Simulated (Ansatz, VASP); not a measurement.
One calculation of SiC, two programs

```
C Si
1.0
     0.00000    1.89921    1.89921
     1.89921    0.00000    1.89921
     1.89921    1.89921    0.00000
C Si
1 1
Direct
  0.00000 0.00000 0.00000
  0.50000 0.50000 0.50000
```

Alike in both runs: task single point; functional r2SCAN; k mesh 20 × 20 × 20; occupations gaussian, width 0.05 eV; no spin polarisation.

|  | VASP | Ansatz |
| --- | --- | --- |
| version | VASP 6.6.1 | Ansatz 0.2.0 |
| potentials or method | VASP PAW PBE potentials, release 64 (C, Si), cutoff 520 eV | scalar-relativistic, plane waves, PAW |
| valence electrons in the cell | 8 | 8 |

|  | VASP | Ansatz | Ansatz less VASP |
| --- | --- | --- | --- |
| gap on the k mesh at the Fermi level (eV) | 0.79 | 0.79 | +0.001 |
| least direct gap on the mesh (eV) | 6.19 | 6.18 | -0.006 |

VASP's potentials were made for PBE, not for r2SCAN. The functional is the same, so the differences come from potentials, cutoffs and numerics.
